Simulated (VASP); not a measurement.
# BiMo (rocksalt type) (Fm-3m) in VASP: single point with PBE

Aim: the single point of BiMo (rocksalt type) with PBE.

All numbers are computed with VASP 6.6.1; they aren't measurements. Logs are shortened: lines on timing, memory, paths and dates and some standing lists are left out, and cuts for length are marked.

## 1. The cell of the first run

Symmetry: Fm-3m, No. 225, cubic system. Conventional cell: a = 5.689 Å, b = 5.689 Å, c = 5.689 Å, α = 90.00°, β = 90.00°, γ = 90.00°. Mo (site symmetry m-3m) has 6 Bi at 2.84 Å within 3.7 Å. Bi (site symmetry m-3m) has 6 Mo at 2.84 Å within 3.7 Å.

## 2. Single point, PBE, non-collinear spin, zero start, spin-orbit coupling

File INCAR:

```
SYSTEM = BiMo
PREC = Accurate
ENCUT = 520
EDIFF = 1E-6
ISMEAR = -1
SIGMA = 0.05
LREAL = .FALSE.
LASPH = .TRUE.
NELM = 150
ALGO = Normal
ISIF = 2
LWAVE = .FALSE.
LCHARG = .FALSE.
LNONCOLLINEAR = .TRUE.
MAGMOM = 0 0 0 0 0 0
LORBIT = 11
LSORBIT = .TRUE.
GGA_COMPAT = .FALSE.
LORBMOM = .TRUE.
LMAXMIX = 4
GGA = PE
NBANDS = 41
```

File KPOINTS:

```
regular mesh
0
G
  12 12 12
  0 0 0
```

File POSCAR:

```
BiMo
1.0
    0.0000000000      2.8444813037      2.8444813037
    2.8444813037      0.0000000000      2.8444813037
    2.8444813037      2.8444813037      0.0000000000
Mo Bi
1 1
Direct
    0.0000000000      0.0000000000      0.0000000000
    0.5000000000      0.5000000000      0.5000000000
```

Potentials or basis: VASP PAW PBE potentials, release 64 (Mo_sv, Bi_d).

Command:

```console
$ cat potpaw_PBE.64/Mo_sv/POTCAR potpaw_PBE.64/Bi_d/POTCAR > POTCAR
$ mpirun -np 1 vasp_ncl > vasp.out
```

OUTCAR:

```text
SYSTEM = BiMo
   PREC = Accurate
   ENCUT = 520
   EDIFF = 1E-6
   ISMEAR = -1
   LREAL = .FALSE.
   LASPH = .TRUE.
   NELM = 150
   ISIF = 2
   LNONCOLLINEAR = .TRUE.
   LORBIT = 11
   LSORBIT = .TRUE.
   GGA = PE

 ion  position               nearest neighbor table
   1  0.000  0.000  0.000-   2 2.84   2 2.84   2 2.84   2 2.84   2 2.84   2 2.84
   2  0.500  0.500  0.500-   1 2.84   1 2.84   1 2.84   1 2.84   1 2.84   1 2.84

  LATTYP: Found a face centered cubic cell.
 ALAT       =     5.6889626074

  Lattice vectors:

 A1 = (   0.0000000000,   2.8444813037,   2.8444813037)
 A2 = (   2.8444813037,   0.0000000000,   2.8444813037)
 A3 = (   2.8444813037,   2.8444813037,   0.0000000000)

Analysis of symmetry for initial positions (statically):
=====================================================================
 Subroutine PRICEL returns:
 Original cell was already a primitive cell.

 Routine SETGRP: Setting up the symmetry group for a
 face centered cubic supercell.

 Subroutine GETGRP returns: Found 48 space group operations
 (whereof 48 operations were pure point group operations)
 out of a pool of 48 trial point group operations.

The static configuration has the point symmetry O_h .

Analysis of symmetry for dynamics (positions and initial velocities):
=====================================================================
 Subroutine PRICEL returns:
 Original cell was already a primitive cell.

 Routine SETGRP: Setting up the symmetry group for a
 face centered cubic supercell.

 Subroutine GETGRP returns: Found 48 space group operations
 (whereof 48 operations were pure point group operations)
 out of a pool of 48 trial point group operations.

The dynamic configuration has the point symmetry O_h .

Analysis of structural, dynamic, and magnetic symmetry:
=====================================================================
 Subroutine PRICEL returns:
 Original cell was already a primitive cell.

 Routine SETGRP: Setting up the symmetry group for a
 face centered cubic supercell.

 Subroutine GETGRP returns: Found 48 space group operations
 (whereof 48 operations were pure point group operations)
 out of a pool of 48 trial point group operations.

The overall configuration has the point symmetry O_h .

 Subroutine INISYM returns: Found 48 space group operations
 (whereof 48 operations are pure point group operations),
 and found     1 'primitive' translations

----------------------------------------------------------------------------------------

                                     Primitive cell

  volume of cell :      46.0298

  direct lattice vectors                    reciprocal lattice vectors
     0.000000000  2.844481304  2.844481304    -0.175778972  0.175778972  0.175778972
     2.844481304  0.000000000  2.844481304     0.175778972 -0.175778972  0.175778972
     2.844481304  2.844481304  0.000000000     0.175778972  0.175778972 -0.175778972

  length of vectors
     4.022704038  4.022704038  4.022704038     0.304458111  0.304458111  0.304458111

  position of ions in fractional coordinates (direct lattice)
     0.000000000  0.000000000  0.000000000
     0.500000000  0.500000000  0.500000000

  ion indices of the primitive-cell ions
   primitive index   ion index
                 1           1
                 2           2

----------------------------------------------------------------------------------------

 KPOINTS: regular mesh

Automatic generation of k-mesh.
 Grid dimensions read from file:
 generate k-points for:   12   12   12

 Generating k-lattice:

  Cartesian coordinates                     Fractional coordinates (reciprocal lattice)
    -0.014648248  0.014648248  0.014648248     0.083333333  0.000000000  0.000000000
     0.014648248 -0.014648248  0.014648248     0.000000000  0.083333333  0.000000000
     0.014648248  0.014648248 -0.014648248     0.000000000  0.000000000  0.083333333

[... 98 lines left out ...]

 number of electron      28.9999990 magnetization      -0.0000000     -0.0000000      0.0000000

 Free energy of the ion-electron system (eV)
  ---------------------------------------------------
  ext. energy  EPLUGINS =         0.00000000
  ---------------------------------------------------
  free energy    TOTEN  =       -13.17206231 eV

  energy without entropy =      -13.13333042  energy(sigma->0) =      -13.15269637

 E-fermi :   9.5818     XC(G=0): -11.4165

 val. band max:        9.5763439912   @ k =  -0.3333   0.3333   0.0833
 cond. band min:       9.5865643004   @ k =  -0.4167   0.2500   0.0833
 fundamental gap:      0.0102203092
 Fermi energy:         9.5818436808

 k-point     1 :       0.0000    0.0000    0.0000
  band No.  band energies     occupation
      1     -51.2700      1.00000
      2     -51.2700      1.00000
      3     -27.0262      1.00000
      4     -27.0262      1.00000
      5     -24.6100      1.00000
      6     -24.6100      1.00000
[... 1045 lines left out ...]
     40      17.6021      0.00000
     41      18.4700      0.00000

 [... further k-points ...]

------------------------ aborting loop because EDIFF is reached ----------------------------------------

  FORCE on cell =-STRESS in cart. coord.  units (eV):
  Direction    XX          YY          ZZ          XY          YZ          ZX
  --------------------------------------------------------------------------------------
  -------------------------------------------------------------------------------------
  Total        0.0649726      0.0649726      0.0649726      0.0000000      0.0000000      0.0000000
  in kB        2.2615262      2.2615262      2.2615262      0.0000000      0.0000000      0.0000000
  external PRESSURE =       2.2615262 kB  Pullay stress =       0.0000000 kB

 VOLUME and BASIS-vectors are now :
 -----------------------------------------------------------------------------
  energy-cutoff  :      520.00
  volume of cell :       46.03
      direct lattice vectors                 reciprocal lattice vectors
     0.000000000  2.844481304  2.844481304    -0.175778972  0.175778972  0.175778972
     2.844481304  0.000000000  2.844481304     0.175778972 -0.175778972  0.175778972
     2.844481304  2.844481304  0.000000000     0.175778972  0.175778972 -0.175778972

 POSITION                                       TOTAL-FORCE (eV/Angst)
 -----------------------------------------------------------------------------------
      0.00000      0.00000      0.00000         0.000000      0.000000      0.000000
      2.84448      2.84448      2.84448        -0.000000     -0.000000     -0.000000
 -----------------------------------------------------------------------------------
    total drift:                                0.000000      0.000000      0.000000

  FREE ENERGIE OF THE ION-ELECTRON SYSTEM (eV)
  ---------------------------------------------------
  free  energy   TOTEN  =       -13.1720623112 eV

  energy  without entropy=      -13.1333304233  energy(sigma->0) =      -13.15269637

 orbital moment (x)

 # of ion     p       d       tot
 ----------------------------------------
  1         0.000   0.000   0.000
  2         0.000   0.000   0.000
 ----------------------------------------
            0.000   0.000   0.000

 orbital moment (y)

 # of ion     p       d       tot
 ----------------------------------------
  1         0.000   0.000   0.000
  2         0.000   0.000   0.000
 ----------------------------------------
            0.000   0.000   0.000

 orbital moment (z)

 # of ion     p       d       tot
 ----------------------------------------
  1         0.000   0.000   0.000
  2         0.000   0.000   0.000
 ----------------------------------------
            0.000   0.000   0.000

 Spin-Orbit-Coupling matrix elements

 Ion:    1  E_soc:     -0.2312632
 l=   1
     0.0000000    -0.0305122    -0.0305122
    -0.0305122     0.0000000    -0.0305122
    -0.0305122    -0.0305122     0.0000000
 l=   2
     0.0000000    -0.0019789     0.0000000    -0.0019789    -0.0060528
    -0.0019789     0.0000000    -0.0045396    -0.0019789    -0.0015132
     0.0000000    -0.0045396     0.0000000    -0.0045396     0.0000000
    -0.0019789    -0.0019789    -0.0045396     0.0000000    -0.0015132
    -0.0060528    -0.0015132     0.0000000    -0.0015132     0.0000000
 l=   3
     0.0000000     0.0000000     0.0000000     0.0000000     0.0000000     0.0000000     0.0000000
     0.0000000     0.0000000     0.0000000     0.0000000     0.0000000     0.0000000     0.0000000
     0.0000000     0.0000000     0.0000000     0.0000000     0.0000000     0.0000000     0.0000000
     0.0000000     0.0000000     0.0000000     0.0000000     0.0000000     0.0000000     0.0000000
     0.0000000     0.0000000     0.0000000     0.0000000     0.0000000     0.0000000     0.0000000
     0.0000000     0.0000000     0.0000000     0.0000000     0.0000000     0.0000000     0.0000000
     0.0000000     0.0000000     0.0000000     0.0000000     0.0000000     0.0000000     0.0000000

 Ion:    2  E_soc:     -1.4790573
 l=   1
     0.0000000    -0.1802994    -0.1802994
    -0.1802994     0.0000000    -0.1802994
    -0.1802994    -0.1802994     0.0000000
 l=   2
     0.0000000    -0.0130935     0.0000000    -0.0130935    -0.0531167
    -0.0130935     0.0000000    -0.0398375    -0.0130935    -0.0132792
     0.0000000    -0.0398375     0.0000000    -0.0398375     0.0000000
    -0.0130935    -0.0130935    -0.0398375     0.0000000    -0.0132792
    -0.0531167    -0.0132792     0.0000000    -0.0132792     0.0000000
 l=   3
     0.0000000     0.0000000     0.0000000     0.0000000     0.0000000     0.0000000     0.0000000
     0.0000000     0.0000000     0.0000000     0.0000000     0.0000000     0.0000000     0.0000000
     0.0000000     0.0000000     0.0000000     0.0000000     0.0000000     0.0000000     0.0000000
     0.0000000     0.0000000     0.0000000     0.0000000     0.0000000     0.0000000     0.0000000
     0.0000000     0.0000000     0.0000000     0.0000000     0.0000000     0.0000000     0.0000000
     0.0000000     0.0000000     0.0000000     0.0000000     0.0000000     0.0000000     0.0000000
     0.0000000     0.0000000     0.0000000     0.0000000     0.0000000     0.0000000     0.0000000

 total charge

# of ion       s       p       d       tot
------------------------------------------
    1        2.204   6.072   4.073  12.348
    2        1.418   1.639   9.958  13.015
--------------------------------------------------
tot          3.622   7.710  14.031  25.363

 magnetization (x)

# of ion       s       p       d       tot
------------------------------------------
    1        0.000   0.000  -0.000  -0.000
    2       -0.000   0.000   0.000  -0.000
--------------------------------------------------
tot         -0.000   0.000  -0.000  -0.000

 magnetization (y)

# of ion       s       p       d       tot
------------------------------------------
    1        0.000  -0.000  -0.000  -0.000
    2        0.000   0.000   0.000   0.000
--------------------------------------------------
tot          0.000   0.000  -0.000   0.000

 magnetization (z)

# of ion       s       p       d       tot
------------------------------------------
    1        0.000   0.000  -0.000  -0.000
    2       -0.000   0.000  -0.000  -0.000
--------------------------------------------------
tot         -0.000   0.000  -0.000  -0.000
```

Wall time 2.5 min (1 thread of Intel Xeon 6975P-C (Granite Rapids), shared host); peak memory 0.4 GiB.

Results:

| Quantity | Value |
| --- | --- |
| Free energy | -13.1721 eV |
| Pressure | 0.2 GPa |
| Net moment | 0.00 μB per cell |
| Valence electrons inside the program's atomic spheres | Mo 12.35; Bi 13.02 |

Moments on the atoms (μB; x, y, z):
```
Mo  0.00 0.00 0.00
Bi  0.00 0.00 0.00
```
